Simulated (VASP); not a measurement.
Set up this calculation in VASP 6.6.1, as the native input.

| Quantity | Value |
| --- | --- |
| Task | single point |
| Functional | LDA |
| Potentials or basis | VASP PAW LDA potentials, release 64 (Li_sv, H, Pd) |
| Cutoff | 520 eV |
| k mesh | 10 × 10 × 7 |
| Occupations | gaussian, width 0.15 eV |
| Spin | no spin polarisation |
| Dipole correction | no |
| Further INCAR settings | ALGO = Normal; EDIFF = 1e-06; NBANDS = 14 |

The structure of LiHPd lies in POSCAR:

```
LiHPd
1.0
    2.7323482872      0.0000000000      0.0000000000
    0.0000000000      2.7323482872      0.0000000000
    0.0000000000      0.0000000000      3.8381273830
Li H Pd
1 1 1
Direct
    0.5000000000      0.5000000000      0.5000000000
    0.5000000000      0.5000000000      0.0000000000
    0.0000000000      0.0000000000      0.0000000000
```

One way to write it, as run:

INCAR

```
SYSTEM = LiHPd
PREC = Accurate
ENCUT = 520
EDIFF = 1E-6
ISMEAR = 0
SIGMA = 0.15
LREAL = .False.
LASPH = .True.
NELM = 80
ALGO = Normal
ISIF = 2
LWAVE = .False.
LCHARG = .False.
GGA = CA
NBANDS = 14
```

KPOINTS

```
Automatic mesh
0
Gamma
  10 10 7
  0 0 0
```

Potentials or basis: VASP PAW LDA potentials, release 64 (Li_sv, H, Pd).

Run with:

```console
$ cat potpaw_LDA.64/Li_sv/POTCAR potpaw_LDA.64/H/POTCAR potpaw_LDA.64/Pd/POTCAR > POTCAR
$ mpirun -np 1 vasp_std > vasp.out
```

Results of the run:

```
Band gap on the k mesh : zero (band 7 reaches 10.87 eV, above the bottom of band 8 at 5.10 eV)
```

Wall time 12 s on 1 thread of Intel(R) Xeon(R) 6975P-C (Granite Rapids) (shared host), peak memory 0.15 GiB.
